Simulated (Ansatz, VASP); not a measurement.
**Mo4W: VASP beside Ansatz**

```
Mo W
1.0
    -3.54340    3.54340    1.57966
     3.54340   -3.54340    1.57966
     3.54340    3.54340   -1.57966
Mo W
4 1
Direct
  0.60014 0.19996 0.80011
  0.19996 0.39986 0.59982
  0.80004 0.60014 0.40018
  0.39986 0.80004 0.19989
  0.00000 0.00000 0.00000
```

Alike in both runs: task single point; functional PBE; k mesh 6 × 6 × 6; occupations gaussian, width 0.1 eV; collinear spin.

|  | VASP | Ansatz |
| --- | --- | --- |
| version | VASP 6.6.1 | Ansatz 0.2.0 |
| potentials or method | VASP PAW PBE potentials, release 64 (Mo_sv, W_sv), cutoff 520 eV | scalar-relativistic, plane waves, PAW |
| valence electrons in the cell | 70 | 70 |

Ansatz gave:

- gap on the k mesh at the Fermi level (eV): none
- pressure (GPa): -0.1
- traceless stress, the component that is largest in VASP (GPa): -0.17
- rms of the force components (eV/Å): 0.003
- net moment per atom (μB): 0.00

**Question.** Estimate VASP's values.

**Answer.** gap on the k mesh at the Fermi level (eV): none; pressure (GPa): 0.4; traceless stress, the component that is largest in VASP (GPa): -0.17; rms of the force components (eV/Å): 0.005; net moment per atom (μB): 0.00.

Atom by atom the forces differ by 0.003 eV/Å (rms over components). A gap of «none» marks a metal or a gap that the smearing closes. The functional is the same, so the differences come from potentials, cutoffs and numerics. Ansatz's warnings: seeded moment not kept.

The k mesh is coarse, so the values compare programs but aren't converged. Spin-orbit coupling is off throughout.
